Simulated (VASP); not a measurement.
# Pd (Fm-3m) in VASP: settings compared

The runs below take Pd through single point, with HSE06, HF.

All numbers are computed with VASP 6.6.1; they aren't measurements. Logs are shortened: lines on timing, memory, paths and dates and some standing lists are left out, and cuts for length are marked.

### Step 1. The cell of the first run

Symmetry: Fm-3m, No. 225, cubic system. Conventional cell: a = 3.919 Å, b = 3.919 Å, c = 3.919 Å, α = 90.00°, β = 90.00°, γ = 90.00°. Pd (site symmetry m-3m) has 12 Pd at 2.77 Å within 3.7 Å.

### Step 2. Single point, HSE06

File POSCAR:

```
Pd
1.0
    0.0000000000      1.9593911042      1.9593911042
    1.9593911042      0.0000000000      1.9593911042
    1.9593911042      1.9593911042      0.0000000000
Pd
1
Direct
    0.0000000000      0.0000000000      0.0000000000
```

File INCAR.step1:

```
SYSTEM = Pd
PREC = Accurate ; ENCUT = 520
EDIFF = 1E-5 ; ISMEAR = -1
SIGMA = 0.05 ; LREAL = .FALSE.
LASPH = .TRUE. ; NELM = 80
ALGO = Normal ; ISIF = 2
LWAVE = .TRUE. ; LCHARG = .FALSE.
NBANDS = 11 ; GGA = PE
```

File INCAR.step2:

```
SYSTEM = Pd
PREC = Accurate ; ENCUT = 520
EDIFF = 1E-6 ; ISMEAR = -1
SIGMA = 0.05 ; LREAL = .FALSE.
LASPH = .TRUE. ; NELM = 80
ALGO = Normal ; ISIF = 2
LWAVE = .FALSE. ; LCHARG = .FALSE.
GGA = PE ; LHFCALC = .TRUE.
HFSCREEN = 0.2079 ; PRECFOCK = Normal
NBANDS = 11 ; ISTART = 1
```

File KPOINTS:

```
Automatic mesh
0
G
  8 8 8
  0 0 0
```

Potentials or basis: VASP PAW PBE potentials, release 64 (Pd).

Started as:

```console
$ cat potpaw_PBE.64/Pd/POTCAR > POTCAR
$ cp INCAR.step1 INCAR
$ mpirun -np 1 vasp_std > vasp.out
$ cp INCAR.step2 INCAR
$ mpirun -np 1 vasp_std > vasp.out
```

OUTCAR:

```text
SYSTEM = Pd
   PREC = Accurate
   ENCUT = 520
   EDIFF = 1E-6
   ISMEAR = -1
   LREAL = .FALSE.
   LASPH = .TRUE.
   NELM = 80
   ISIF = 2
   GGA = PE
   LHFCALC = .TRUE.
   HFSCREEN = 0.2079
   PRECFOCK = Normal
   ISTART = 1

 ion  position               nearest neighbor table
   1  0.000  0.000  0.000-

  LATTYP: Found a face centered cubic cell.
 ALAT       =     3.9187822084

  Lattice vectors:

 A1 = (   0.0000000000,   1.9593911042,   1.9593911042)
 A2 = (   1.9593911042,   0.0000000000,   1.9593911042)
 A3 = (   1.9593911042,   1.9593911042,   0.0000000000)

Analysis of symmetry for initial positions (statically):
=====================================================================
 Subroutine PRICEL returns:
 Original cell was already a primitive cell.

 Routine SETGRP: Setting up the symmetry group for a
 face centered cubic supercell.

 Subroutine GETGRP returns: Found 48 space group operations
 (whereof 48 operations were pure point group operations)
 out of a pool of 48 trial point group operations.

The static configuration has the point symmetry O_h .

Analysis of symmetry for dynamics (positions and initial velocities):
=====================================================================
 Subroutine PRICEL returns:
 Original cell was already a primitive cell.

 Routine SETGRP: Setting up the symmetry group for a
 face centered cubic supercell.

 Subroutine GETGRP returns: Found 48 space group operations
 (whereof 48 operations were pure point group operations)
 out of a pool of 48 trial point group operations.

The dynamic configuration has the point symmetry O_h .

 Subroutine INISYM returns: Found 48 space group operations
 (whereof 48 operations are pure point group operations),
 and found     1 'primitive' translations

----------------------------------------------------------------------------------------

                                     Primitive cell

  volume of cell :      15.0450

  direct lattice vectors                    reciprocal lattice vectors
     0.000000000  1.959391104  1.959391104    -0.255181316  0.255181316  0.255181316
     1.959391104  0.000000000  1.959391104     0.255181316 -0.255181316  0.255181316
     1.959391104  1.959391104  0.000000000     0.255181316  0.255181316 -0.255181316

  length of vectors
     2.770997474  2.770997474  2.770997474     0.441987004  0.441987004  0.441987004

  position of ions in fractional coordinates (direct lattice)
     0.000000000  0.000000000  0.000000000

  ion indices of the primitive-cell ions
   primitive index   ion index
                 1           1

----------------------------------------------------------------------------------------

 KPOINTS: Automatic mesh

Automatic generation of k-mesh.
 Grid dimensions read from file:
 generate k-points for:    8    8    8

 Generating k-lattice:

  Cartesian coordinates                     Fractional coordinates (reciprocal lattice)
    -0.031897664  0.031897664  0.031897664     0.125000000  0.000000000  0.000000000
     0.031897664 -0.031897664  0.031897664     0.000000000  0.125000000  0.000000000
     0.031897664  0.031897664 -0.031897664     0.000000000  0.000000000  0.125000000

  Length of vectors
     0.055248375  0.055248375  0.055248375

  Shift w.r.t. Gamma in fractional coordinates (k-lattice)
     0.000000000  0.000000000  0.000000000

 Subroutine IBZKPT returns following result:
 ===========================================

 Found     29 irreducible k-points:

 Following reciprocal coordinates:
            Coordinates               Weight
  0.000000  0.000000  0.000000      1.000000
  0.125000  0.000000  0.000000      8.000000
  0.250000  0.000000  0.000000      8.000000
  0.375000  0.000000  0.000000      8.000000
  0.500000  0.000000  0.000000      4.000000
  0.125000  0.125000  0.000000      6.000000
[... 16 lines left out ...]
  0.500000  0.250000  0.125000     48.000000
 -0.375000  0.250000  0.125000     24.000000
 [... further k-points ...]
   k-points           NKPTS =     29   k-points in BZ     NKDIM =    512   number of bands    NBANDS=     11
   number of dos      NEDOS =    301   number of ions     NIONS =      1
   total plane-waves  NPLWV =  13824
   dimension x,y,z NGX =    24 NGY =   24 NGZ =   24
   dimension x,y,z NGXF=    48 NGYF=   48 NGZF=   48
   ions per type =               1
   NGX,Y,Z   is equivalent  to a cutoff of  14.40, 14.40, 14.40 a.u.
   NGXF,Y,Z  is equivalent  to a cutoff of  28.80, 28.80, 28.80 a.u.
 SYSTEM =  Pd
   PREC   = accura    normal or accurate (medium, high low for compatibility)
   ISTART =      1    job   : 0-new  1-cont  2-samecut
   ICHARG =      0    charge: 1-file 2-atom 10-const
   ISPIN  =      1    spin polarized calculation?
   LNONCOLLINEAR =      F non collinear calculations
   LSORBIT =      F    spin-orbit coupling
   LASPH  =      T    aspherical Exc in radial PAW
   ENCUT  =  520.0 eV  38.22 Ry    6.18 a.u.   5.15  5.15  5.15*2*pi/ulx,y,z
   NELM   =     80;   NELMIN=  2; NELMDL=  0     # of ELM steps
   EDIFF  = 0.1E-05   stopping-criterion for ELM
   LREAL  =      F    real-space projection
   EDIFFG = 0.1E-04   stopping-criterion for IOM
   NSW    =      0    number of steps for IOM
   IBRION =     -1    ionic relax: 0-MD 1-quasi-New 2-CG
   NFREE  =      0    steps in history (QN), initial steepest desc. (CG)
   ISIF   =      2    stress and relaxation
   ISYM   =      3    0-nonsym 1-usesym 2-fastsym
   POTIM  = 0.5000    time-step for ionic-motion
   TEBEG  =    0.0;   TEEND  =   0.0 temperature during run
   PSTRESS=    0.0 pullay stress
   NELECT =      10.0000    total number of electrons
   NUPDOWN=      -1.0000    fix difference up-down
   EMIN   =  10.00;   EMAX   =-10.00  energy-range for DOS
   EFERMI =   0.00;   METHOD = LEGACY
   ISMEAR =    -1;   SIGMA  =   0.05  broadening in eV -4-tet -1-fermi 0-gaus
   EFERMI_NEDOS =   21; number of points for ismear=-14 and -15
   IALGO  =     38    algorithm
   IMIX   =      1    mixing-type and parameters
     AMIX     =   0.40;   BMIX     =  1.00
     AMIX_MAG =   1.60;   BMIX_MAG =  1.00
  volume/ion in A,a.u.               =      15.05       101.53
  Fermi-wavevector in a.u.,A,eV,Ry     =   1.428709  2.699868 27.772330  2.041209
  Thomas-Fermi vector in A             =   2.548741
   LORBIT       =      0    0 simple, 1 ext, 2 COOP (PROOUT), +10 PAW based schemes
   GGA     = PE    functional components
   LHFCALC =     T    Hartree Fock is set to
   PRECFOCK=normal    Normal, Fast or Accurate (Low or Medium for compatibility)
   ENCUT4O =  -1.0   cutoff for four orbital integrals eV
   NKREDX  =     1    reduce k-point grid by
   NKREDY  =     1    reduce k-point grid by
   NKREDZ  =     1    reduce k-point grid by
   AEXX    =    0.2500 exact exchange contribution
   HFSCREEN=    0.2079 screening length (either q_TF or 0.3 A-1)
   HFSCREENC=   0.2079 screening length for correlation (either q_TF or 0.3 A-1)
   ENCUTFOCK=  -1.0 apply spherical cutoff to Coloumb kernel
   IVDW    =     0    specifies the selected vdW correction
   LEPSILON=     F    determine dielectric tensor
   LRPA    =     F    only Hartree local field effects (RPA)
 non-spin polarized calculation
  energy-cutoff  :      520.00
  volume of cell :       15.05
 maximum number of plane-waves:       416
 NGX is ok and might be reduce to    24
  NGX = 16; NGY = 16; NGZ = 16

 number of electron       9.9999999 magnetization

 Free energy of the ion-electron system (eV)
  ---------------------------------------------------
  ext. energy  EPLUGINS =         0.00000000
  ---------------------------------------------------
  free energy    TOTEN  =        -5.98623928 eV

  energy without entropy =       -5.97449044  energy(sigma->0) =       -5.98036486

 E-fermi :   8.7910     XC(G=0): -10.6116

 val. band max:        8.7732288026   @ k =  -0.3750   0.3750   0.1250
 cond. band min:       8.9119798340   @ k =   0.5000   0.3750   0.0000
 fundamental gap:      0.1387510313
 Fermi energy:         8.7909628064

 k-point     1 :       0.0000    0.0000    0.0000
  band No.  band energies     occupation
      1       1.4919      2.00000
      2       5.5541      2.00000
      3       5.5541      2.00000
      4       5.5541      2.00000
      5       7.0981      2.00000
      6       7.0981      2.00000
      7      27.4750      0.00000
      8      32.3340      0.00000
      9      32.3340      0.00000
     10      32.3340      0.00000
     11      37.3718      0.00000

 k-point     2 :       0.1250    0.0000    0.0000
  band No.  band energies     occupation
      1       2.1008      2.00000
      2       5.4036      2.00000
      3       5.7417      2.00000
      4       5.7417      2.00000
      5       7.0493      2.00000
      6       7.0494      2.00000
      7      27.9169      0.00000
      8      29.5589      0.00000
      9      32.9619      0.00000
     10      32.9619      0.00000
     11      37.6166      0.00000

 k-point     3 :       0.2500    0.0000    0.0000
  band No.  band energies     occupation
      1       3.1725      2.00000
      2       5.8128      2.00000
      3       5.8128      2.00000
      4       5.8326      2.00000
      5       7.3956      2.00000
      6       7.3956      2.00000
      7      24.7510      0.00000
      8      28.5147      0.00000
      9      34.0548      0.00000
     10      34.0548      0.00000
     11      36.3336      0.00000
[... 267 lines left out ...]
 k-point    23 :       0.5000    0.2500    0.1250
  band No.  band energies     occupation
      1       4.0950      2.00000
      2       4.8649      2.00000
      3       5.4831      2.00000
      4       6.6884      2.00000
      5       8.0897      2.00000
      6      11.9281      0.00000
      7      20.8348      0.00000
      8      25.3725      0.00000
      9      27.6020      0.00000
     10      32.5186      0.00000
     11      36.2708      0.00000

 k-point    24 :      -0.3750    0.2500    0.1250
  band No.  band energies     occupation
      1       4.0274      2.00000
      2       4.6358      2.00000
      3       6.0877      2.00000
      4       6.3966      2.00000
      5       8.4953      1.99461
      6      14.5371      0.00000
      7      17.4172      0.00000
      8      25.8524      0.00000
      9      26.2735      0.00000
     10      31.5666      0.00000
     11      37.3372      0.00000

 [... further k-points ...]

------------------------ aborting loop because EDIFF is reached ----------------------------------------

  FORCE on cell =-STRESS in cart. coord.  units (eV):
  Direction    XX          YY          ZZ          XY          YZ          ZX
  --------------------------------------------------------------------------------------
  -------------------------------------------------------------------------------------
  Total       -0.0545542     -0.0545542     -0.0545542     -0.0000000     -0.0000000     -0.0000000
  in kB       -5.8095845     -5.8095845     -5.8095845     -0.0000000     -0.0000000     -0.0000000
  external PRESSURE =      -5.8095845 kB  Pullay stress =       0.0000000 kB

 VOLUME and BASIS-vectors are now :
 -----------------------------------------------------------------------------
  energy-cutoff  :      520.00
  volume of cell :       15.05
      direct lattice vectors                 reciprocal lattice vectors
     0.000000000  1.959391104  1.959391104    -0.255181316  0.255181316  0.255181316
     1.959391104  0.000000000  1.959391104     0.255181316 -0.255181316  0.255181316
     1.959391104  1.959391104  0.000000000     0.255181316  0.255181316 -0.255181316

 POSITION                                       TOTAL-FORCE (eV/Angst)
 -----------------------------------------------------------------------------------
      0.00000      0.00000      0.00000         0.000000      0.000000      0.000000
 -----------------------------------------------------------------------------------
    total drift:                               -0.000019     -0.000050     -0.000009

  FREE ENERGIE OF THE ION-ELECTRON SYSTEM (eV)
  ---------------------------------------------------
  free  energy   TOTEN  =        -5.9862392764 eV

  energy  without entropy=       -5.9744904441  energy(sigma->0) =       -5.98036486
```

It took 52 min on 1 thread of Intel Xeon 8259CL, shared host; peak memory 0.25 GiB.

What came out:

```
Free energy            : -5.9862 eV
Pressure               : -0.6 GPa
Band gap on the k mesh : zero (bands 5 and 6 overlap by 2.08 eV)
```

Caveat: the PAW data sets were made with another functional, which shifts forces and pressure a little.

### Step 3. Single point, HF

This run uses another cell than the first one, of 15.34 Å³/atom.

File POSCAR:

```
Pd
1.0
    0.0000000000      1.9721147795      1.9721147795
    1.9721147795      0.0000000000      1.9721147795
    1.9721147795      1.9721147795      0.0000000000
Pd
1
Direct
    0.0000000000      0.0000000000      0.0000000000
```

File INCAR.step1:

```
  PREC = Accurate
  ENCUT = 520
  EDIFF = 1E-5
  ISMEAR = -1
  SIGMA = 0.05
  LREAL = False
  LASPH = True
  NELM = 60
  ALGO = Normal
  ISIF = 2
  LWAVE = True
  LCHARG = False
  NBANDS = 11
  GGA = PE
```

File INCAR.step2:

```
  PREC = Accurate
  ENCUT = 520
  EDIFF = 1E-7
  ISMEAR = -1
  SIGMA = 0.05
  LREAL = False
  LASPH = True
  NELM = 60
  ALGO = Normal
  ISIF = 2
  LWAVE = False
  LCHARG = False
  GGA = PE
  LHFCALC = True
  AEXX = 1.0
  ALDAC = 0.0
  AGGAC = 0.0
  PRECFOCK = Normal
  NBANDS = 11
  ISTART = 1
```

File KPOINTS:

```
regular mesh
0
Gamma
  6 6 6
```

Potentials or basis: VASP PAW PBE potentials, release 64 (Pd).

Started as:

```console
$ cat potpaw_PBE.64/Pd/POTCAR > POTCAR
$ cp INCAR.step1 INCAR
$ mpirun -np 1 vasp_std > vasp.out
$ cp INCAR.step2 INCAR
$ mpirun -np 1 vasp_std > vasp.out
```

Wall time 4.8 min (1 thread of Intel Xeon 6975P-C (Granite Rapids), shared host); peak memory 0.15 GiB.

The run converged. Its results:

```
Free energy            : -8.9280 eV
Pressure               : 5.8 GPa
Band gap on the k mesh : zero (bands 5 and 6 overlap by 7.39 eV)
```

Levels at points of the mesh, in eV from the Fermi level:
| k point | band 2 | band 3 | band 4 | band 5 | band 6 | band 7 | band 8 | band 9 |
| --- | --- | --- | --- | --- | --- | --- | --- | --- |
| (0.00, 0.00, 0.00) | -5.94 | -5.94 | -5.94 | -4.99 | -4.99 | 25.65 | 30.84 | 30.84 |
| (0.50, 0.00, 0.00) | -6.55 | -6.55 | -1.83 | -1.83 | 6.10 | 14.64 | 24.79 | 30.20 |
| (0.50, 0.50, 0.00) | -8.69 | -3.32 | 2.40 | 2.40 | 9.41 | 18.51 | 21.34 | 21.34 |

Caveat: the k points lie up to 0.46 Å⁻¹ apart, too coarse for converged energies and pressures of a metal; the PAW data sets were made with another functional, which shifts forces and pressure a little.

### Step 4. Single point, HF

This run uses another cell than the first one, of 15.64 Å³/atom.

File POSCAR:

```
Pd
1.0
    0.0000000000      1.9846763588      1.9846763588
    1.9846763588      0.0000000000      1.9846763588
    1.9846763588      1.9846763588      0.0000000000
Pd
1
Direct
    0.0000000000      0.0000000000      0.0000000000
```

File INCAR.step1:

```
SYSTEM = Pd
PREC     = Accurate       ! precision mode
ENCUT    = 520            ! plane-wave cutoff, eV
EDIFF    = 1E-5           ! SCF threshold, eV
ISMEAR   = -1             ! smearing method
SIGMA    = 0.05           ! smearing width, eV
LREAL    = .False.        ! projectors in reciprocal space
LASPH    = .True.         ! aspherical terms in the spheres
NELM     = 80             ! most SCF steps
ALGO     = Normal         ! electronic algorithm
ISIF     = 2              ! what is computed and relaxed
LWAVE    = .True.         ! write WAVECAR
NBANDS   = 11             ! bands
GGA      = PE             ! functional
```

File INCAR.step2:

```
SYSTEM = Pd
PREC     = Accurate       ! precision mode
ENCUT    = 520            ! plane-wave cutoff, eV
EDIFF    = 1E-6           ! SCF threshold, eV
ISMEAR   = -1             ! smearing method
SIGMA    = 0.05           ! smearing width, eV
LREAL    = .False.        ! projectors in reciprocal space
LASPH    = .True.         ! aspherical terms in the spheres
NELM     = 80             ! most SCF steps
ALGO     = Normal         ! electronic algorithm
ISIF     = 2              ! what is computed and relaxed
LWAVE    = .False.        ! write WAVECAR
LCHARG   = .True.         ! write CHGCAR
GGA      = PE             ! functional
LHFCALC  = .True.         ! exact exchange
AEXX     = 1.0            ! exact-exchange fraction
ALDAC    = 0.0          
AGGAC    = 0.0          
PRECFOCK = Normal       
LELF     = .True.         ! ELF
LVHAR    = .True.       
NBANDS   = 11             ! bands
ISTART   = 1
```

File KPOINTS:

```
Automatic mesh
0
Gamma
  6 6 6
  0 0 0
```

Started as:

```console
$ cat potpaw_PBE.64/Pd/POTCAR > POTCAR
$ cp INCAR.step1 INCAR
$ mpirun -np 1 vasp_std > vasp.out
$ cp INCAR.step2 INCAR
$ mpirun -np 1 vasp_std > vasp.out
```

It took 4.7 min on 1 thread of Intel Xeon 6975P-C (Granite Rapids), shared host; peak memory 0.15 GiB.

It converged, with:

* Free energy: -9.2623 eV
* Pressure: 9.9 GPa
* Band gap on the k mesh: zero (bands 5 and 6 overlap by 6.68 eV)

Levels at points of the mesh, in eV from the Fermi level:
```
           k point  band 3  band 4  band 5  band 6  band 7  band 8
(0.00, 0.00, 0.00)   -6.29   -6.29   -5.10   -5.10   24.92   29.97
(0.50, 0.00, 0.00)   -6.76   -2.68   -2.68    5.93   14.22   24.01
(0.50, 0.50, 0.00)   -3.55    1.58    1.58    9.16   18.02   20.64
```

Caveat: the k points lie up to 0.46 Å⁻¹ apart, too coarse for converged energies and pressures of a metal; the PAW data sets were made with another functional, which shifts forces and pressure a little.

### Step 5. The runs side by side

```tsv
level	cell	k mesh	share of exact exchange	screening parameter	gap on the mesh (eV)	pressure (GPa)
HSE06	a = 2.771 Å, angles 60.0°, 1 atom	8 × 8 × 8	0.25	0.2079 1/Å	none	-0.6
HF	a = 2.789 Å, angles 60.0°, 1 atom	6 × 6 × 6	1	-	none	5.8
HF	a = 2.807 Å, angles 60.0°, 1 atom	6 × 6 × 6	1	-	none	9.9
```

Alike in all rows: task single point; potentials or basis VASP PAW PBE potentials, release 64 (Pd); no spin polarisation; cutoff (eV) 520; smearing fermi-dirac 0.05 eV.

Caveats: some runs use coarse meshes; the PAW data sets were made with another functional, which shifts forces and pressure a little.

Total energies depend on the potentials used, so only differences within one code and one set of settings carry meaning.
